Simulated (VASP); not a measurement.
# Cu (P6_3/mmc) in VASP: notebook

The runs below take Cu through single point, with PBEsol.

Everything below comes from runs of VASP 6.6.1. Logs are shortened: lines on timing, memory, paths and dates and some standing lists are left out, and cuts for length are marked.

**1. The cell of the first run**

The structure is hexagonal, space group P6_3/mmc (No. 194). Conventional cell: a = 2.534 Å, b = 2.534 Å, c = 4.113 Å, α = 90.00°, β = 90.00°, γ = 120.00°. Cu (site symmetry -6m2) has 12 Cu at 2.52 to 2.53 Å within 3.3 Å.

**2. Single point, PBEsol**

INCAR reads:

```
SYSTEM = Cu
PREC     = Accurate       ! precision mode
ENCUT    = 520            ! plane-wave cutoff, eV
EDIFF    = 1E-6           ! SCF threshold, eV
ISMEAR   = 1              ! smearing method
SIGMA    = 0.5            ! smearing width, eV
LREAL    = .False.        ! projectors in reciprocal space
LASPH    = .True.         ! aspherical terms in the spheres
NELM     = 80             ! most SCF steps
ALGO     = Normal         ! electronic algorithm
ISIF     = 2              ! what is computed and relaxed
LWAVE    = .False.        ! write WAVECAR
LCHARG   = .True.         ! write CHGCAR
GGA      = PS             ! functional
LELF     = .True.         ! ELF
LVHAR    = .True.       
NBANDS   = 18             ! bands
```

KPOINTS reads:

```
regular mesh
0
Gamma
  6 6 3
  0 0 0
```

POSCAR reads:

```
Cu
1.0
    2.5340970000      0.0000000000      0.0000000000
   -1.2670480000      2.1945920000      0.0000000000
    0.0000000000      0.0000000000      4.1125710000
Cu
2
Direct
    0.3333333333      0.6666666667      0.2500000000
    0.6666666667      0.3333333333      0.7500000000
```

Potentials or basis: VASP PAW PBE potentials, release 64 (Cu).

Launch:

```
> cat potpaw_PBE.64/Cu/POTCAR > POTCAR
> mpirun -np 1 vasp_std > vasp.out
```

OUTCAR:

```text
SYSTEM = Cu
   PREC = Accurate
   ENCUT = 520
   EDIFF = 1E-6
   ISMEAR = 1
   LREAL = .False.
   LASPH = .True.
   NELM = 80
   ISIF = 2
   GGA = PS

 ion  position               nearest neighbor table
   1  0.333  0.667  0.250-   2 2.52   2 2.52   2 2.52   2 2.52   2 2.52   2 2.52
   2  0.667  0.333  0.750-   1 2.52   1 2.52   1 2.52   1 2.52   1 2.52   1 2.52

  LATTYP: Found a hexagonal cell.
 ALAT       =     2.5340970000
 C/A-ratio  =     1.6228940723

  Lattice vectors:

 A1 = (   2.5340970000,   0.0000000000,   0.0000000000)
 A2 = (  -1.2670480000,   2.1945920000,   0.0000000000)
 A3 = (   0.0000000000,   0.0000000000,   4.1125710000)

Analysis of symmetry for initial positions (statically):
=====================================================================
 Subroutine PRICEL returns:
 Original cell was already a primitive cell.

 Routine SETGRP: Setting up the symmetry group for a
 hexagonal supercell.

 Subroutine GETGRP returns: Found 24 space group operations
 (whereof 12 operations were pure point group operations)
 out of a pool of 24 trial point group operations.

The static configuration has the point symmetry D_3d.
 The point group associated with its full space group is D_6h.

Analysis of symmetry for dynamics (positions and initial velocities):
=====================================================================
 Subroutine PRICEL returns:
 Original cell was already a primitive cell.

 Routine SETGRP: Setting up the symmetry group for a
 hexagonal supercell.

 Subroutine GETGRP returns: Found 24 space group operations
 (whereof 12 operations were pure point group operations)
 out of a pool of 24 trial point group operations.

The dynamic configuration has the point symmetry D_3d.
 The point group associated with its full space group is D_6h.

 Subroutine INISYM returns: Found 24 space group operations
 (whereof 12 operations are pure point group operations),
 and found     1 'primitive' translations

----------------------------------------------------------------------------------------

                                     Primitive cell

  volume of cell :      22.8713

  direct lattice vectors                    reciprocal lattice vectors
     2.534097000  0.000000000  0.000000000     0.394617886  0.227832692  0.000000000
    -1.267048000  2.194592000  0.000000000     0.000000000  0.455665563  0.000000000
     0.000000000  0.000000000  4.112571000     0.000000000  0.000000000  0.243156896

  length of vectors
     2.534097000  2.534096423  4.112571000     0.455665460  0.455665563  0.243156896

  position of ions in fractional coordinates (direct lattice)
     0.333333333  0.666666667  0.250000000
     0.666666667  0.333333333  0.750000000

  ion indices of the primitive-cell ions
   primitive index   ion index
                 1           1
                 2           2

----------------------------------------------------------------------------------------

 KPOINTS: regular mesh

Automatic generation of k-mesh.
 Grid dimensions read from file:
 generate k-points for:    6    6    3

 Generating k-lattice:

  Cartesian coordinates                     Fractional coordinates (reciprocal lattice)
     0.065769648  0.037972115  0.000000000     0.166666667  0.000000000  0.000000000
     0.000000000  0.075944261  0.000000000     0.000000000  0.166666667  0.000000000
     0.000000000  0.000000000  0.081052299     0.000000000  0.000000000  0.333333333

  Length of vectors
     0.075944243  0.075944261  0.081052299

  Shift w.r.t. Gamma in fractional coordinates (k-lattice)
     0.000000000  0.000000000  0.000000000

 Subroutine IBZKPT returns following result:
 ===========================================

 Found     14 irreducible k-points:

 Following reciprocal coordinates:
            Coordinates               Weight
  0.000000  0.000000  0.000000      1.000000
  0.166667 -0.000000  0.000000      6.000000
  0.333333 -0.000000  0.000000      6.000000
  0.500000  0.000000  0.000000      3.000000
  0.166667  0.166667  0.000000      6.000000
  0.333333  0.166667  0.000000     12.000000
  0.333333  0.333333  0.000000      2.000000
  0.000000  0.000000  0.333333      2.000000
  0.166667 -0.000000  0.333333     12.000000
  0.333333 -0.000000  0.333333     12.000000
  0.500000  0.000000  0.333333      6.000000
  0.166667  0.166667  0.333333     12.000000
  0.333333  0.166667  0.333333     24.000000
  0.333333  0.333333  0.333333      4.000000
   k-points           NKPTS =     14   k-points in BZ     NKDIM =     14   number of bands    NBANDS=     18
   number of dos      NEDOS =    301   number of ions     NIONS =      2
   total plane-waves  NPLWV =  12800
   dimension x,y,z NGX =    20 NGY =   20 NGZ =   32
   dimension x,y,z NGXF=    40 NGYF=   40 NGZF=   64
   ions per type =               2
   NGX,Y,Z   is equivalent  to a cutoff of  13.12, 13.12, 12.94 a.u.
   NGXF,Y,Z  is equivalent  to a cutoff of  26.24, 26.24, 25.87 a.u.
 SYSTEM =  Cu
   PREC   = accura    normal or accurate (medium, high low for compatibility)
   ISTART =      0    job   : 0-new  1-cont  2-samecut
   ICHARG =      2    charge: 1-file 2-atom 10-const
   ISPIN  =      1    spin polarized calculation?
   LNONCOLLINEAR =      F non collinear calculations
   LSORBIT =      F    spin-orbit coupling
   LASPH  =      T    aspherical Exc in radial PAW
   ENCUT  =  520.0 eV  38.22 Ry    6.18 a.u.   4.71  4.71  7.65*2*pi/ulx,y,z
   NELM   =     80;   NELMIN=  2; NELMDL= -5     # of ELM steps
   EDIFF  = 0.1E-05   stopping-criterion for ELM
   LREAL  =      F    real-space projection
   EDIFFG = 0.1E-04   stopping-criterion for IOM
   NSW    =      0    number of steps for IOM
   IBRION =     -1    ionic relax: 0-MD 1-quasi-New 2-CG
   NFREE  =      0    steps in history (QN), initial steepest desc. (CG)
   ISIF   =      2    stress and relaxation
   ISYM   =      2    0-nonsym 1-usesym 2-fastsym
   POTIM  = 0.5000    time-step for ionic-motion
   TEBEG  =    0.0;   TEEND  =   0.0 temperature during run
   PSTRESS=    0.0 pullay stress
   NELECT =      22.0000    total number of electrons
   NUPDOWN=      -1.0000    fix difference up-down
   EMIN   =  10.00;   EMAX   =-10.00  energy-range for DOS
   EFERMI =   0.00;   METHOD = LEGACY
   ISMEAR =     1;   SIGMA  =   0.50  broadening in eV -4-tet -1-fermi 0-gaus
   EFERMI_NEDOS =   21; number of points for ismear=-14 and -15
   IALGO  =     38    algorithm
   IMIX   =      4    mixing-type and parameters
     AMIX     =   0.40;   BMIX     =  1.00
     AMIX_MAG =   1.60;   BMIX_MAG =  1.00
  volume/ion in A,a.u.               =      11.44        77.17
  Fermi-wavevector in a.u.,A,eV,Ry     =   1.616041  3.053874 35.532798  2.611587
  Thomas-Fermi vector in A             =   2.710691
   LORBIT       =      0    0 simple, 1 ext, 2 COOP (PROOUT), +10 PAW based schemes
   GGA     = PS    functional components
   LHFCALC =     F    Hartree Fock is set to
   AEXX    =    0.0000 exact exchange contribution
   IVDW    =     0    specifies the selected vdW correction
   LEPSILON=     F    determine dielectric tensor
   LRPA    =     F    only Hartree local field effects (RPA)
 non-spin polarized calculation
 Methfessel and Paxton  Order N= 1 SIGMA  =   0.50
  energy-cutoff  :      520.00
  volume of cell :       22.87
 maximum number of plane-waves:       627
 NGX is ok and might be reduce to    20
   NGX =  9   NGY =  9   NGZ = 15

 number of electron      21.9999980 magnetization

 Free energy of the ion-electron system (eV)
  ---------------------------------------------------
  ext. energy  EPLUGINS =         0.00000000
  ---------------------------------------------------
  free energy    TOTEN  =        -8.46221809 eV

  energy without entropy =       -8.40560882  energy(sigma->0) =       -8.44334834

 E-fermi :   7.7628     XC(G=0): -13.1012

 val. band max:        7.7544048968   @ k =   0.5000   0.0000   0.0000
 cond. band min:       7.8276472026   @ k =   0.3333   0.1667   0.3333
 fundamental gap:      0.0732423058
 Fermi energy:         7.7627830971

 k-point     1 :       0.0000    0.0000    0.0000
  band No.  band energies     occupation
      1      -1.8343      2.00000
      2       2.5146      2.00000
      3       4.6576      2.00000
      4       4.7067      2.00000
      5       4.7067      2.00000
      6       4.9304      2.00000
[... 10 lines left out ...]
     17      31.5187      0.00000
     18      31.5188      0.00000

 k-point     2 :       0.1667   -0.0000    0.0000
  band No.  band energies     occupation
      1      -0.9360      2.00000
      2       2.9747      2.00000
      3       4.3227      2.00000
      4       4.5056      2.00000
      5       4.7590      2.00000
      6       5.0246      2.00000
[... 10 lines left out ...]
     17      29.7924      0.00000
     18      31.6402      0.00000

 k-point     3 :       0.3333   -0.0000    0.0000
  band No.  band energies     occupation
      1       1.3715      2.00000
      2       3.2809      2.00000
      3       3.5710      2.00000
      4       4.2174      2.00000
      5       4.7310      2.00000
      6       4.7575      2.00000
[... 10 lines left out ...]
     17      23.6042      0.00000
     18      27.5859      0.00000

 k-point     4 :       0.5000    0.0000    0.0000
  band No.  band energies     occupation
      1       2.7785      2.00000
      2       3.0349      2.00000
      3       3.2757      2.00000
      4       4.6009      2.00000
      5       4.6129      2.00000
      6       4.7353      2.00000
[... 165 lines left out ...]
      4       4.0878      2.00000
      5       4.4531      2.00000
      6       4.6325      2.00000
[... 10 lines left out ...]
     17      22.7999      0.00000
     18      27.1770      0.00000

 k-point    13 :       0.3333    0.1667    0.3333
  band No.  band energies     occupation
      1       2.8792      2.00000
      2       3.2878      2.00000
      3       3.7182      2.00000
      4       4.1220      2.00000
      5       4.4369      2.00000
      6       4.9172      2.00000
[... 10 lines left out ...]
     17      22.5028      0.00000
     18      26.6304      0.00000

 k-point    14 :       0.3333    0.3333    0.3333
  band No.  band energies     occupation
      1       3.6634      2.00000
      2       3.6712      2.00000
      3       3.6712      2.00000
      4       3.8791      2.00000
      5       4.4057      2.00000
      6       4.4057      2.00000
[... 10 lines left out ...]
     17      26.1677      0.00000
     18      26.2956      0.00000

------------------------ aborting loop because EDIFF is reached ----------------------------------------

  FORCE on cell =-STRESS in cart. coord.  units (eV):
  Direction    XX          YY          ZZ          XY          YZ          ZX
  --------------------------------------------------------------------------------------
  -------------------------------------------------------------------------------------
  Total        0.0510513      0.0510513     -0.1662492      0.0000000     -0.0000000     -0.0000000
  in kB        3.5762447      3.5762435    -11.6460756      0.0000008     -0.0000000     -0.0000000
  external PRESSURE =      -1.4978625 kB  Pullay stress =       0.0000000 kB

 VOLUME and BASIS-vectors are now :
 -----------------------------------------------------------------------------
  energy-cutoff  :      520.00
  volume of cell :       22.87
      direct lattice vectors                 reciprocal lattice vectors
     2.534097000  0.000000000  0.000000000     0.394617886  0.227832692  0.000000000
    -1.267048000  2.194592000  0.000000000     0.000000000  0.455665563  0.000000000
     0.000000000  0.000000000  4.112571000     0.000000000  0.000000000  0.243156896

 POSITION                                       TOTAL-FORCE (eV/Angst)
 -----------------------------------------------------------------------------------
      0.00000      1.46306      1.02814        -0.000000      0.000000      0.000000
      1.26705      0.73153      3.08443         0.000000     -0.000000      0.000000
 -----------------------------------------------------------------------------------
    total drift:                                0.000000     -0.000000      0.000000

  FREE ENERGIE OF THE ION-ELECTRON SYSTEM (eV)
  ---------------------------------------------------
  free  energy   TOTEN  =        -8.4622180919 eV

  energy  without entropy=       -8.4056088242  energy(sigma->0) =       -8.44334834
```

Run time: 14 s. Hardware: 1 thread of AMD EPYC 7R13, shared host; peak memory 0.1 GiB.

Results:

```yaml
Free_energy: -8.4622 eV
Pressure: -0.1 GPa
Band_gap_on_the_k_mesh: zero (band 11 reaches 11.63 eV, above the bottom of band 12 at 5.92 eV)
```

Stress tensor (GPa, compression positive):
```
 0.36  0.00  0.00
 0.00  0.36  0.00
 0.00  0.00 -1.16
```

Levels at points of the mesh, in eV from the Fermi level:
```csv
k point,band 7,band 8,band 9,band 10,band 11,band 12,band 13,band 14,band 15,band 16
"(0.00, 0.00, 0.00)",-2.83,-2.56,-2.56,-1.76,-1.76,-1.04,4.01,21.56,22.08,22.08
"(0.50, 0.00, 0.00)",-2.80,-1.67,-1.61,-1.56,-0.01,1.60,7.93,8.36,10.91,11.35
```

Caveat: the k points lie up to 0.51 Å⁻¹ apart; the PAW data sets were made with another functional, which shifts forces and pressure a little.

**3. Single point, PBEsol**

INCAR reads:

```
ALGO     = Normal         # electronic algorithm
EDIFF    = 1E-7           # SCF threshold, eV
ENCUT    = 520            # plane-wave cutoff, eV
GGA      = PS             # functional
ISIF     = 2              # what is computed and relaxed
ISMEAR   = 1              # smearing method
LASPH    = True           # aspherical terms in the spheres
LCHARG   = False          # write CHGCAR
LREAL    = False          # projectors in reciprocal space
LWAVE    = False          # write WAVECAR
NBANDS   = 18             # bands
NELM     = 60             # most SCF steps
PREC     = Accurate       # precision mode
SIGMA    = 0.3            # smearing width, eV
```

KPOINTS reads:

```
k-points
0
Gamma
  6 6 3
```

POSCAR is that of step 2.

Potentials or basis: VASP PAW PBE potentials, release 64 (Cu).

Launch:

```
> cat potpaw_PBE.64/Cu/POTCAR > POTCAR
> mpirun -np 1 vasp_std > vasp.out
```

It took 15 s on 1 thread of AMD EPYC 7R13, shared host; peak memory 0.1 GiB.

The run converged. Its results:

| Item | Value |
| --- | --- |
| Free energy | -8.4439 eV |
| Pressure | -0.3 GPa |
| Band gap on the k mesh | zero (band 11 reaches 11.63 eV, above the bottom of band 12 at 5.92 eV) |

Stress tensor (GPa, compression positive):
```
 0.30  0.00  0.00
 0.00  0.30  0.00
 0.00  0.00 -1.60
```

Levels at points of the mesh, in eV from the Fermi level:
```
           k point  band 9  band 10  band 11  band 12  band 13  band 14
(0.00, 0.00, 0.00)   -2.56    -1.76    -1.76    -1.03     4.01    21.56
(0.50, 0.00, 0.00)   -1.61    -1.56    -0.01     1.60     7.93     8.36
```

Caveat: the k points lie up to 0.51 Å⁻¹ apart; the PAW data sets were made with another functional, which shifts forces and pressure a little.
